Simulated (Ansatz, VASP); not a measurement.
# Cu in VASP and in Ansatz

File INCAR:

```
SYSTEM = Cu
  ALGO = Fast
  EDIFF = 1E-6
  ENCUT = 520
  GGA = PS
  ISIF = 2
  ISMEAR = 0
  LASPH = .TRUE.
  LCHARG = .FALSE.
  LREAL = .FALSE.
  LWAVE = .FALSE.
  NBANDS = 30
  NELM = 100
  PREC = Accurate
  SIGMA = 0.15
```

File KPOINTS:

```
k-points
0
G
  24 24 6
  0 0 0
```

Contents of POSCAR:

```
Cu
1.0
    2.5197984285      0.0000000000      0.0000000000
   -1.2598992143      2.3458751603      0.0000000000
    0.0000000000      0.0000000000      8.2352547795
Cu
4
Direct
    0.0000000000      0.0000000000      0.0000000000
    0.3333333333      0.6666666667      0.2500000000
    0.0000000000      0.0000000000      0.5000000000
    0.6666666667      0.3333333333      0.7500000000
```

Input for Ansatz:

```yaml
crystal:
  lattice:
    - [2.5197984285, 0.0, 0.0]
    - [-1.2598992143, 2.3458751603, 0.0]
    - [0.0, 0.0, 8.2352547795]
  atoms:
    - { symbol: Cu, position: [0.0, 0.0, 0.0] }
    - { symbol: Cu, position: [0.3333333333, 0.6666666667, 0.25] }
    - { symbol: Cu, position: [0.0, 0.0, 0.5] }
    - { symbol: Cu, position: [0.6666666667, 0.3333333333, 0.75] }
basis:
  ecutwfc: 420
kpoints:
  mp_grid: { grid: [24, 24, 6] }
hamiltonian:
  xc: pbesol
scf:
  occupations: { method: gaussian, width: 0.15 }
output:
  forces: true
  stress: true
  eigenvalues: true
```

Change from the starting cell: strain +0.0750 x Voigt [0, 1, 0, 0, 0, 0], atoms carried along.

Alike in both runs: task single point; functional PBEsol; k mesh 24 × 24 × 6; occupations gaussian, width 0.15 eV; no spin polarisation.

```csv
,VASP,Ansatz
version,VASP 6.6.1,Ansatz 0.2.0
potentials or method,"VASP PAW PBE potentials, release 64 (Cu), cutoff 520 eV","scalar-relativistic, plane waves, PAW"
valence electrons in the cell,44,76
```

```tsv
	VASP	Ansatz	Ansatz less VASP
gap on the k mesh at the Fermi level (eV)	none	none	-
pressure (GPa)	-8.2	-9.5	-1.29
traceless stress, the component that is largest in VASP (GPa)	-5.58	-5.57	+0.006
rms of the force components (eV/Å)	0.052	0.051	-0.0004
```

VASP's potentials were made for PBE, not for PBEsol. Atom by atom the forces differ by 0.000 eV/Å (rms over components). A gap of «none» marks a metal or a gap that the smearing closes. With one functional, cell and mesh, what is left measures potentials, basis and numerics. VASP's potentials hold 44 valence electrons a cell and Ansatz's 76, so a difference there can come from the potentials and not from the codes.
